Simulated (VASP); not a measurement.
A run of VASP 6.6.1 is set up as follows.

INCAR

```
ALGO = Normal
EDIFF = 1E-6
ENCUT = 520
GGA = PE
ISIF = 2
ISMEAR = -1
LASPH = True
LCHARG = False
LREAL = False
LWAVE = False
NBANDS = 12
NELM = 80
PREC = Accurate
SIGMA = 0.1
```

Contents of KPOINTS:

```
k-points
0
Gamma
  16 16 9
```

Contents of POSCAR:

```
As
1.0
    2.8146363670      0.0000000000      0.0000000000
   -1.4073181835      2.4375465962      0.0000000000
    0.0000000000      0.0000000000      4.4105920774
As
2
Direct
    0.3333333333      0.6666666667      0.2500000000
    0.6666666667      0.3333333333      0.7500000000
```

Potentials or basis: VASP PAW PBE potentials, release 64 (As).

Run with:

```bash
$ cat potpaw_PBE.64/As/POTCAR > POTCAR
$ mpirun -np 1 vasp_std > vasp.out
```

Estimate the band gap on the k mesh.

zero (band 5 reaches 15.14 eV, above the bottom of band 6 at 5.11 eV).

Predict the pressure.

32.9 GPa.
